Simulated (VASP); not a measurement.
The system is Ti.

```
CELL_PARAMETERS angstrom
0.00000 1.98856 1.98856
1.98856 0.00000 1.98856
1.98856 1.98856 0.00000
ATOMIC_POSITIONS crystal
Ti 0.00000 0.00000 0.00000
```

This cell differs from its parent crystal: volume scaled by 0.94.

Program: VASP 6.6.1. Alike in all runs: task single point; no spin polarisation; cell as given; k mesh 11 × 11 × 11; cutoff (eV) 520.

Order these runs on this cell by their pressure, lowest first.
A. level LDA; potentials or basis VASP PAW LDA potentials, release 64 (Ti_sv); smearing fermi-dirac 0.05 eV
B. level PBE+D3(BJ)+U; potentials or basis VASP PAW PBE potentials, release 64 (Ti_sv); U Ti d U = 6.2 eV; smearing methfessel-paxton 0.05 eV
C. level revPBE; potentials or basis VASP PAW PBE potentials, release 64 (Ti_sv); smearing fermi-dirac 0.01 eV
D. level PBE; potentials or basis VASP PAW PBE potentials, release 64 (Ti_sv); smearing fermi-dirac 0.05 eV
E. level PBEsol; potentials or basis VASP PAW PBE potentials, release 64 (Ti_sv); smearing fermi-dirac 0.05 eV

A (1.9 GPa), E (6.8 GPa), D (12.1 GPa), C (14.5 GPa), B (27.8 GPa).

Caveats: the PAW data sets were made with another functional, which shifts forces and pressure a little (some runs); U without spin polarisation on a metal has little footing (some runs); pairwise dispersion overbinds metals, which lowers pressure and volume (some runs); the U is typed as a test and isn't derived for this compound (some runs).
